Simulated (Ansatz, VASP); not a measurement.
# One calculation of EuZn, two programs

```
Eu Zn
1.0
     3.56425    0.00000    0.00000
     0.00000    3.56425    0.00000
     0.00000    0.00000    3.56425
Eu Zn
1 1
Direct
  0.00000 0.00000 0.00000
  0.50000 0.50000 0.50000
```

Change from the starting cell: volume scaled by 0.82, LAPW.

Alike in both runs: task single point; functional LDA; k mesh 9 × 9 × 9; occupations fermi-dirac, width 0.08 eV; collinear spin.

|  | VASP | Ansatz |
| --- | --- | --- |
| version | VASP 6.6.1 | Ansatz 0.2.0 |
| potentials or method | VASP PAW PBE potentials, release 64 (Eu, Zn), cutoff 520 eV | all-electron LAPW, scalar-relativistic |

```tsv
	VASP	Ansatz	Ansatz less VASP
pressure (GPa)	0.7	0.8	+0.10
net moment per atom (μB)	3.48	3.49	+0.012
size of the moment on the site where the two differ most (μB)	6.54	6.82	+0.283
```

VASP's potentials were made for PBE, not for LDA. LDA's correlation is that of Perdew and Zunger in VASP and of Perdew and Wang (1992) in Ansatz. Site moments also hang on the region over which each program counts them. Ansatz ran all-electron here, and VASP with PAW potentials.

Spin-orbit coupling is off throughout.
